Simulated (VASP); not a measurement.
Crystal: Sn.

```
CELL_PARAMETERS angstrom
0.00000 3.23334 3.23334
3.23334 0.00000 3.23334
3.23334 3.23334 0.00000
ATOMIC_POSITIONS crystal
Sn 0.75000 0.75000 0.75000
Sn 0.50000 0.50000 0.50000
```

This isn't the form of Sn at room conditions, which is tetragonal (white tin).

* Program: VASP 6.6.1
* Task: relaxation of cell and atoms
* Functional: BLYP
* Dispersion: D4
* Potentials or basis: VASP PAW PBE potentials, release 64 (Sn_d)
* Cutoff: 600 eV
* k mesh: 7 × 7 × 7
* Occupations: fermi-dirac, width 0.05 eV
* Spin: no spin polarisation

At the start: pressure 3.1 GPa; volume 33.80 Å³/atom.

How do energy, volume and symmetry change on relaxing?

Over 3 steps the energy falls by 22.8 meV/atom and the volume is 36.32 Å³/atom (+7.4 %); space group Fd-3m (No. 227, to 0.1 Å) before and after.

Step by step:
```csv
step,energy change (eV),largest force (eV/Å),pressure (GPa),volume (Å³)
1,0.0000,0.0000,3.14,67.61
2,-0.0418,0.0000,-0.73,74.29
3,-0.0456,0.0000,0.02,72.64
```

Final structure:
```
CELL_PARAMETERS angstrom
0.00000 3.31171 3.31171
3.31171 0.00000 3.31171
3.31171 3.31171 0.00000
ATOMIC_POSITIONS crystal
Sn 0.75000 0.75000 0.75000
Sn 0.50000 0.50000 0.50000
```

Caveat: the PAW data sets were made with another functional, which shifts forces and pressure a little.
